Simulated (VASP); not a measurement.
# AgCl (Immm) in VASP: a series of runs

The runs below take AgCl through single point, with PBE.

All numbers are computed with VASP 6.6.1; they aren't measurements. Logs are shortened: lines on timing, memory, paths and dates and some standing lists are left out, and cuts for length are marked.

## (1) The cell of the first run

Symmetry: Immm, No. 71, orthorhombic system. The conventional cell has a = 3.919 Å, b = 4.018 Å, c = 5.612 Å, α = 90.00°, β = 90.00°, γ = 90.00°. Within 3.7 Å of Ag (site symmetry mmm) lie 6 Cl at 2.81 Å. Cl (site symmetry mmm) has 6 Ag at 2.81 Å within 3.7 Å.

## (2) Single point, PBE (strain +0.0250 x Voigt [0, 0, 0, 1, 0, 0])

Contents of INCAR:

```
PREC     = Accurate       # precision mode
ENCUT    = 520            # plane-wave cutoff, eV
EDIFF    = 1E-6           # SCF threshold, eV
ISMEAR   = 0              # smearing method
SIGMA    = 0.05           # smearing width, eV
LREAL    = F              # projectors in reciprocal space
LASPH    = T              # aspherical terms in the spheres
NELM     = 100            # most SCF steps
ALGO     = Normal         # electronic algorithm
ISIF     = 2              # what is computed and relaxed
LWAVE    = F              # write WAVECAR
LCHARG   = F              # write CHGCAR
GGA      = PE             # functional
NBANDS   = 16             # bands
```

Contents of KPOINTS:

```
regular mesh
0
Gamma
  8 8 8
```

Contents of POSCAR:

```
AgCl
1.0
    0.0000000000      2.8410981364      2.8410981364
    2.8060228508      0.0350752856      2.8060228508
    2.8060228508      2.8060228508      0.0350752856
Ag Cl
1 1
Direct
    0.5000000000      0.5000000000      0.5000000000
    0.0000000000      0.0000000000      0.0000000000
```

Potentials or basis: VASP PAW PBE potentials, release 64 (Ag, Cl).

Started as:

```console
$ cat potpaw_PBE.64/Ag/POTCAR potpaw_PBE.64/Cl/POTCAR > POTCAR
$ mpirun -np 1 vasp_std > vasp.out
```

OUTCAR:

```text
PREC = Accurate
   ENCUT = 520
   EDIFF = 1E-6
   ISMEAR = 0
   LREAL = F
   LASPH = T
   NELM = 100
   ISIF = 2
   GGA = PE

 ion  position               nearest neighbor table
   1  0.500  0.500  0.500-   2 2.81   2 2.81   2 2.81   2 2.81   2 2.81   2 2.81
   2  0.000  0.000  0.000-   1 2.81   1 2.81   1 2.81   1 2.81   1 2.81   1 2.81

  LATTYP: Found a body centered orthorhombic cell.
 ALAT       =     3.9187116273
 B/A-ratio  =     1.0253164557
 C/A-ratio  =     1.4321149999

  Lattice vectors:

 A1 = (  -2.8060228508,   2.8060228508,   0.0350752856)
 A2 = (  -2.8060228508,  -2.8060228508,  -0.0350752856)
 A3 = (   2.8060228508,   0.0350752856,   2.8060228508)

Analysis of symmetry for initial positions (statically):
=====================================================================
 Subroutine PRICEL returns:
 Original cell was already a primitive cell.

 Routine SETGRP: Setting up the symmetry group for a
 body centered orthorhombic supercell.

 Subroutine GETGRP returns: Found  8 space group operations
 (whereof  8 operations were pure point group operations)
 out of a pool of  8 trial point group operations.

The static configuration has the point symmetry D_2h.

Analysis of symmetry for dynamics (positions and initial velocities):
=====================================================================
 Subroutine PRICEL returns:
 Original cell was already a primitive cell.

 Routine SETGRP: Setting up the symmetry group for a
 body centered orthorhombic supercell.

 Subroutine GETGRP returns: Found  8 space group operations
 (whereof  8 operations were pure point group operations)
 out of a pool of  8 trial point group operations.

The dynamic configuration has the point symmetry D_2h.

 Subroutine INISYM returns: Found  8 space group operations
 (whereof  8 operations are pure point group operations),
 and found     1 'primitive' translations

----------------------------------------------------------------------------------------

                                     Primitive cell

  volume of cell :      44.1810

  direct lattice vectors                    reciprocal lattice vectors
     0.000000000  2.841098136  2.841098136    -0.178188143  0.175988289  0.175988289
     2.806022851  0.035075286  2.806022851     0.178188143 -0.180443689  0.180443689
     2.806022851  2.806022851  0.035075286     0.178188143  0.180443689 -0.180443689

  length of vectors
     4.017919517  3.968470581  3.968470581     0.306096014  0.311240845  0.311240845

  position of ions in fractional coordinates (direct lattice)
     0.500000000  0.500000000  0.500000000
     0.000000000  0.000000000  0.000000000

  ion indices of the primitive-cell ions
   primitive index   ion index
                 1           1
                 2           2

----------------------------------------------------------------------------------------

 KPOINTS: regular mesh

Automatic generation of k-mesh.
 Grid dimensions read from file:
 generate k-points for:    8    8    8

 Generating k-lattice:

  Cartesian coordinates                     Fractional coordinates (reciprocal lattice)
    -0.022273518  0.021998536  0.021998536     0.125000000  0.000000000  0.000000000
     0.022273518 -0.022555461  0.022555461     0.000000000  0.125000000 -0.000000000
     0.022273518  0.022555461 -0.022555461     0.000000000  0.000000000  0.125000000

  Length of vectors
     0.038262002  0.038905106  0.038905106

  Shift w.r.t. Gamma in fractional coordinates (k-lattice)
     0.000000000  0.000000000  0.000000000

 Subroutine IBZKPT returns following result:
 ===========================================

 Found     95 irreducible k-points:

 Following reciprocal coordinates:
            Coordinates               Weight
  0.000000  0.000000  0.000000      1.000000
  0.125000 -0.000000 -0.000000      4.000000
  0.250000 -0.000000 -0.000000      4.000000
  0.375000 -0.000000 -0.000000      4.000000
  0.500000 -0.000000 -0.000000      2.000000
  0.000000  0.125000  0.000000      4.000000
[... 16 lines left out ...]
  0.125000  0.375000  0.000000      8.000000
  0.250000  0.375000  0.000000      8.000000
 [... further k-points ...]
   k-points           NKPTS =     95   k-points in BZ     NKDIM =     95   number of bands    NBANDS=     16
   number of dos      NEDOS =    301   number of ions     NIONS =      2
   total plane-waves  NPLWV =  27000
   dimension x,y,z NGX =    30 NGY =   30 NGZ =   30
   dimension x,y,z NGXF=    60 NGYF=   60 NGZF=   60
   ions per type =               1   1
   NGX,Y,Z   is equivalent  to a cutoff of  12.41, 12.57, 12.57 a.u.
   NGXF,Y,Z  is equivalent  to a cutoff of  24.83, 25.14, 25.14 a.u.
 SYSTEM =  unknown system
   PREC   = accura    normal or accurate (medium, high low for compatibility)
   ISTART =      0    job   : 0-new  1-cont  2-samecut
   ICHARG =      2    charge: 1-file 2-atom 10-const
   ISPIN  =      1    spin polarized calculation?
   LNONCOLLINEAR =      F non collinear calculations
   LSORBIT =      F    spin-orbit coupling
   LASPH  =      T    aspherical Exc in radial PAW
   ENCUT  =  520.0 eV  38.22 Ry    6.18 a.u.   7.47  7.38  7.38*2*pi/ulx,y,z
   NELM   =    100;   NELMIN=  2; NELMDL= -5     # of ELM steps
   EDIFF  = 0.1E-05   stopping-criterion for ELM
   LREAL  =      F    real-space projection
   EDIFFG = 0.1E-04   stopping-criterion for IOM
   NSW    =      0    number of steps for IOM
   IBRION =     -1    ionic relax: 0-MD 1-quasi-New 2-CG
   NFREE  =      0    steps in history (QN), initial steepest desc. (CG)
   ISIF   =      2    stress and relaxation
   ISYM   =      2    0-nonsym 1-usesym 2-fastsym
   POTIM  = 0.5000    time-step for ionic-motion
   TEBEG  =    0.0;   TEEND  =   0.0 temperature during run
   PSTRESS=    0.0 pullay stress
   NELECT =      18.0000    total number of electrons
   NUPDOWN=      -1.0000    fix difference up-down
   EMIN   =  10.00;   EMAX   =-10.00  energy-range for DOS
   EFERMI =   0.00;   METHOD = LEGACY
   ISMEAR =     0;   SIGMA  =   0.05  broadening in eV -4-tet -1-fermi 0-gaus
   EFERMI_NEDOS =   21; number of points for ismear=-14 and -15
   IALGO  =     38    algorithm
   IMIX   =      4    mixing-type and parameters
     AMIX     =   0.40;   BMIX     =  1.00
     AMIX_MAG =   1.60;   BMIX_MAG =  1.00
  volume/ion in A,a.u.               =      22.09       149.07
  Fermi-wavevector in a.u.,A,eV,Ry     =   1.213632  2.293432 20.040063  1.472903
  Thomas-Fermi vector in A             =   2.349078
   LORBIT       =      0    0 simple, 1 ext, 2 COOP (PROOUT), +10 PAW based schemes
   GGA     = PE    functional components
   LHFCALC =     F    Hartree Fock is set to
   AEXX    =    0.0000 exact exchange contribution
   IVDW    =     0    specifies the selected vdW correction
   LEPSILON=     F    determine dielectric tensor
   LRPA    =     F    only Hartree local field effects (RPA)
 non-spin polarized calculation
 Gauss-broadening in eV      SIGMA  =   0.05
  energy-cutoff  :      520.00
  volume of cell :       44.18
 maximum number of plane-waves:      1219
 NGX is ok and might be reduce to    30
   NGX = 15   NGY = 15   NGZ = 15

 number of electron      17.9999998 magnetization

 Free energy of the ion-electron system (eV)
  ---------------------------------------------------
  ext. energy  EPLUGINS =         0.00000000
  ---------------------------------------------------
  free energy    TOTEN  =        -5.40069170 eV

  energy without entropy =       -5.40069170  energy(sigma->0) =       -5.40069170

 E-fermi :   3.6802     XC(G=0):  -9.7820

 val. band max:        3.3984820656   @ k =   0.0000   0.5000   0.0000
 cond. band min:       4.2969901405   @ k =   0.0000   0.0000   0.0000
 fundamental gap:      0.8985080749
 Fermi energy:         3.6801869564

 k-point     1 :       0.0000    0.0000    0.0000
  band No.  band energies     occupation
      1     -11.5371      2.00000
      2       1.0581      2.00000
      3       1.0683      2.00000
      4       1.0921      2.00000
      5       1.1152      2.00000
      6       1.1190      2.00000
[... 8 lines left out ...]
     15      16.4039      0.00000
     16      16.5217      0.00000

 k-point     2 :       0.1250   -0.0000   -0.0000
  band No.  band energies     occupation
      1     -11.4842      2.00000
      2       0.3831      2.00000
      3       0.4544      2.00000
      4       0.5027      2.00000
      5       1.1232      2.00000
      6       1.1391      2.00000
[... 8 lines left out ...]
     15      15.4629      0.00000
     16      16.1035      0.00000

 k-point     3 :       0.2500   -0.0000   -0.0000
  band No.  band energies     occupation
      1     -11.3517      2.00000
      2      -0.5870      2.00000
      3      -0.0892      2.00000
      4      -0.0319      2.00000
      5       1.2316      2.00000
      6       1.2501      2.00000
[... 8 lines left out ...]
     15      15.7695      0.00000
     16      15.9622      0.00000

 k-point     4 :       0.3750   -0.0000   -0.0000
  band No.  band energies     occupation
      1     -11.2116      2.00000
      2      -1.3166      2.00000
      3      -0.4344      2.00000
      4      -0.3733      2.00000
      5       1.3430      2.00000
      6       1.3650      2.00000
[... 8 lines left out ...]
     15      16.4136      0.00000
     16      16.6304      0.00000
[... 324 lines left out ...]
 k-point    22 :       0.0000    0.3750    0.0000
  band No.  band energies     occupation
      1     -11.1936      2.00000
      2      -1.2866      2.00000
      3      -0.4827      2.00000
      4      -0.4257      2.00000
      5       1.3534      2.00000
      6       1.3711      2.00000
[... 8 lines left out ...]
     15      16.4153      0.00000
     16      16.6456      0.00000

 k-point    23 :       0.1250    0.3750    0.0000
  band No.  band energies     occupation
      1     -11.2186      2.00000
      2      -1.0831      2.00000
      3      -0.3640      2.00000
      4      -0.1937      2.00000
      5       1.2205      2.00000
      6       1.3876      2.00000
[... 8 lines left out ...]
     15      17.0875      0.00000
     16      17.2661      0.00000

 k-point    24 :       0.2500    0.3750    0.0000
  band No.  band energies     occupation
      1     -11.2090      2.00000
      2      -0.9828      2.00000
      3       0.0751      2.00000
      4       0.1771      2.00000
      5       1.0181      2.00000
      6       1.3856      2.00000
[... 8 lines left out ...]
     15      17.9729      0.00000
     16      18.8763      0.00000

 [... further k-points ...]
[... 5 lines left out ...]
  --------------------------------------------------------------------------------------
  -------------------------------------------------------------------------------------
  Total       -0.0410191     -0.0389879     -0.0389879      0.0000000     -0.0437071      0.0000000
  in kB       -1.4875151     -1.4138558     -1.4138558      0.0000000     -1.5849917      0.0000000
  external PRESSURE =      -1.4384089 kB  Pullay stress =       0.0000000 kB

 VOLUME and BASIS-vectors are now :
 -----------------------------------------------------------------------------
  energy-cutoff  :      520.00
  volume of cell :       44.18
      direct lattice vectors                 reciprocal lattice vectors
     0.000000000  2.841098136  2.841098136    -0.178188143  0.175988289  0.175988289
     2.806022851  0.035075286  2.806022851     0.178188143 -0.180443689  0.180443689
     2.806022851  2.806022851  0.035075286     0.178188143  0.180443689 -0.180443689

 POSITION                                       TOTAL-FORCE (eV/Angst)
 -----------------------------------------------------------------------------------
      2.80602      2.84110      2.84110         0.000000      0.000000     -0.000000
      0.00000      0.00000      0.00000         0.000000      0.000000      0.000000
 -----------------------------------------------------------------------------------
    total drift:                                0.000000      0.000000      0.000000

  FREE ENERGIE OF THE ION-ELECTRON SYSTEM (eV)
  ---------------------------------------------------
  free  energy   TOTEN  =        -5.4006917049 eV

  energy  without entropy=       -5.4006917049  energy(sigma->0) =       -5.40069170
```

It took 61 s on 1 thread of Intel Xeon 8259CL, shared host; peak memory 0.21 GiB.

What came out:

| Item | Value |
| --- | --- |
| Free energy | -5.4007 eV |
| Pressure | -0.1 GPa |
| Band gap on the k mesh | 0.90 eV (least direct gap 3.04 eV) |

Levels at points of the mesh, in eV from the valence-band top:
| k point | band 5 | band 6 | band 7 | band 8 | band 9 | band 10 | band 11 | band 12 | band 13 | band 14 |
| --- | --- | --- | --- | --- | --- | --- | --- | --- | --- | --- |
| (0.00, 0.00, 0.00) | -2.28 | -2.28 | -2.25 | -2.20 | -2.14 | 0.90 | 10.70 | 10.85 | 11.00 | 12.38 |
| (0.50, 0.00, 0.00) | -2.01 | -1.98 | -1.71 | -0.04 | -0.02 | 4.36 | 6.27 | 7.73 | 7.87 | 13.51 |
| (0.00, 0.50, 0.00) | -1.99 | -1.97 | -1.67 | -0.02 | 0.00 | 4.28 | 6.37 | 7.57 | 7.71 | 13.37 |
| (0.50, 0.50, 0.00) | -2.62 | -2.11 | -1.88 | -1.88 | -1.82 | 2.42 | 8.06 | 8.49 | 11.31 | 11.32 |
| (0.00, 0.50, 0.50) | -2.62 | -2.11 | -1.88 | -1.88 | -1.82 | 2.41 | 8.06 | 8.50 | 11.20 | 11.43 |

Caveat: the cell differs from its parent crystal (strain +0.0250 x Voigt [0, 0, 0, 1, 0, 0]).

## (3) Single point, PBE (strain +0.0150 x Voigt [0, 0, 0, 1, 0, 0])

Contents of INCAR:

```
SYSTEM = AgCl
PREC = Accurate ; ENCUT = 520
EDIFF = 1E-6 ; ISMEAR = 0
SIGMA = 0.05 ; LREAL = .FALSE.
LASPH = .TRUE. ; NELM = 100
ALGO = Normal ; ISIF = 2
LWAVE = .FALSE. ; LCHARG = .TRUE.
GGA = PE ; LELF = .TRUE.
LVHAR = .TRUE. ; NBANDS = 16
```

Contents of KPOINTS:

```
Automatic mesh
0
G
  8 8 8
  0 0 0
```

Contents of POSCAR:

```
AgCl
1.0
    0.0000000000      2.8270680222      2.8270680222
    2.8060228508      0.0210451714      2.8060228508
    2.8060228508      2.8060228508      0.0210451714
Ag Cl
1 1
Direct
    0.5000000000      0.5000000000      0.5000000000
    0.0000000000      0.0000000000      0.0000000000
```

Potentials or basis: VASP PAW PBE potentials, release 64 (Ag, Cl).

Started as:

```console
$ cat potpaw_PBE.64/Ag/POTCAR potpaw_PBE.64/Cl/POTCAR > POTCAR
$ mpirun -np 1 vasp_std > vasp.out
```

Run time: 62 s. Hardware: 1 thread of Intel Xeon 8259CL, shared host; peak memory 0.22 GiB.

Results (log left out):

```yaml
Free_energy: -5.4010 eV
Pressure: -0.1 GPa
Band_gap_on_the_k_mesh: 0.91 eV (least direct gap 3.06 eV)
```

Stress tensor (GPa, compression positive):
```
-0.14  0.00  0.00
 0.00 -0.14 -0.09
 0.00 -0.09 -0.14
```

Levels at points of the mesh, in eV from the valence-band top:
```
           k point  band 5  band 6  band 7  band 8  band 9  band 10  band 11  band 12  band 13  band 14
(0.00, 0.00, 0.00)   -2.28   -2.27   -2.22   -2.19   -2.16     0.91    10.77    10.86    10.95    12.41
(0.50, 0.00, 0.00)   -1.99   -1.98   -1.69   -0.03   -0.01     4.35     6.30     7.73     7.82    13.49
(0.00, 0.50, 0.00)   -1.98   -1.97   -1.67   -0.01    0.00     4.30     6.36     7.63     7.72    13.40
(0.50, 0.50, 0.00)   -2.61   -2.10   -1.87   -1.87   -1.81     2.43     8.06     8.50    11.32    11.32
(0.00, 0.50, 0.50)   -2.61   -2.10   -1.87   -1.87   -1.81     2.42     8.07     8.51    11.25    11.39
```

Caveat: the cell differs from its parent crystal (strain +0.0150 x Voigt [0, 0, 0, 1, 0, 0]).

## (4) Single point, PBE (strain +0.0050 x Voigt [0, 0, 0, 1, 0, 0])

Contents of INCAR:

```
PREC = Accurate
ENCUT = 520
EDIFF = 1E-7
ISMEAR = 0
SIGMA = 0.05
LREAL = False
LASPH = True
NELM = 100
ALGO = Normal
ISIF = 2
LWAVE = False
LCHARG = True
GGA = PE
LELF = True
LVHAR = True
NBANDS = 16
```

Contents of KPOINTS:

```
regular mesh
0
Gamma
  8 8 8
```

Contents of POSCAR:

```
AgCl
1.0
    0.0000000000      2.8130379079      2.8130379079
    2.8060228508      0.0070150571      2.8060228508
    2.8060228508      2.8060228508      0.0070150571
Ag Cl
1 1
Direct
    0.5000000000      0.5000000000      0.5000000000
    0.0000000000      0.0000000000      0.0000000000
```

Started as:

```console
$ cat potpaw_PBE.64/Ag/POTCAR potpaw_PBE.64/Cl/POTCAR > POTCAR
$ mpirun -np 1 vasp_std > vasp.out
```

Run time: 66 s. Hardware: 1 thread of Intel Xeon 8259CL, shared host; peak memory 0.22 GiB.

Results (log left out):

```
Free energy            : -5.4012 eV
Pressure               : -0.1 GPa
Band gap on the k mesh : 0.92 eV (least direct gap 3.07 eV)
```

Levels at points of the mesh, in eV from the valence-band top:
```csv
k point,band 6,band 7,band 8,band 9,band 10,band 11,band 12,band 13
"(0.00, 0.00, 0.00)",-2.27,-2.19,-2.18,-2.17,0.92,10.84,10.87,10.89
"(0.50, 0.00, 0.00)",-1.97,-1.68,-0.01,0.00,4.34,6.33,7.73,7.76
"(0.00, 0.50, 0.00)",-1.97,-1.67,0.00,0.00,4.33,6.35,7.70,7.73
"(0.50, 0.50, 0.00)",-2.09,-1.86,-1.86,-1.80,2.43,8.07,8.52,11.33
"(0.00, 0.50, 0.50)",-2.09,-1.86,-1.86,-1.80,2.43,8.07,8.52,11.31
```

Caveat: the cell differs from its parent crystal (strain +0.0050 x Voigt [0, 0, 0, 1, 0, 0]). A k mesh can miss the band edges.

## (5) The runs side by side

| cell | gap on the mesh (eV) | pressure (GPa) |
| --- | --- | --- |
| a = 4.018, b = 3.968, c = 3.968 Å, angles 59.2, 59.6, 59.6°, 2 atoms | 0.90 | -0.1 |
| a = 3.998, b = 3.968, c = 3.968 Å, angles 59.5, 59.8, 59.8°, 2 atoms | 0.91 | -0.1 |
| a = 3.978, b = 3.968, c = 3.968 Å, angles 59.8, 59.9, 59.9°, 2 atoms | 0.92 | -0.1 |

Alike in all rows: task single point; level PBE; potentials or basis VASP PAW PBE potentials, release 64 (Ag, Cl); no spin polarisation; k mesh 8 × 8 × 8; cutoff (eV) 520; smearing gaussian 0.05 eV.

Absolute energies hang on the potentials; compare differences alone.
